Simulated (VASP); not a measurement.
Wanted: the native input for a VASP 6.6.1 run.

```
Task                   : relaxation of cell and atoms
Functional             : PBE
Potentials or basis    : VASP PAW PBE potentials, release 64 (B, N)
Cutoff                 : 600 eV
k mesh                 : 16 × 16 × 16
Occupations            : fermi-dirac, width 0.05 eV
Spin                   : no spin polarisation
Dipole correction      : no
Further INCAR settings : ALGO = Normal; EDIFF = 1e-06; IBRION = 2; EDIFFG = -0.005; NSW = 60; ISIF = 3
```

The structure of BN (rocksalt type) lies in POSCAR:

```
BN
1.0
    0.0000000000      2.1544346900      2.1544346900
    2.1544346900      0.0000000000      2.1544346900
    2.1544346900      2.1544346900      0.0000000000
B N
1 1
Direct
    0.0000000000      0.0000000000      0.0000000000
    0.5000000000      0.5000000000      0.5000000000
```

These files were run (other wordings do the same):

INCAR

```
PREC = Accurate ; ENCUT = 600
EDIFF = 1E-6 ; ISMEAR = -1
SIGMA = 0.05 ; LREAL = False
LASPH = True ; NELM = 100
ALGO = Normal ; ISIF = 3
LWAVE = False ; LCHARG = False
GGA = PE ; IBRION = 2
NSW = 60 ; EDIFFG = -0.005
```

KPOINTS

```
Automatic mesh
0
Gamma
  16 16 16
```

Potentials or basis: VASP PAW PBE potentials, release 64 (B, N).

Run with:

```bash
$ cat potpaw_PBE.64/B/POTCAR potpaw_PBE.64/N/POTCAR > POTCAR
$ mpirun -np 1 vasp_std > vasp.out
```

It gave:

The relaxed volume is 5.38 Å³/atom. The relaxed cell is a = 2.478 Å, b = 2.478 Å, c = 2.478 Å, α = 60.00°, β = 60.00°, γ = 60.00°, the space group after relaxing (to 0.05 Å) is Fm-3m (No. 225) and the energy gained by relaxing is 1563.0 meV/atom. The ionic steps are 19. The pressure after relaxing is -0.1 GPa. The band gap on the k mesh is 1.17 eV, indirect (least direct gap 5.81 eV).

Caveat: the volume moved by over 15 % at a fixed basis, so the end points are rough.

It took 49 s on 1 thread of Intel(R) Xeon(R) Platinum 8488C (Sapphire Rapids), on a shared host, peak memory 0.15 GiB.
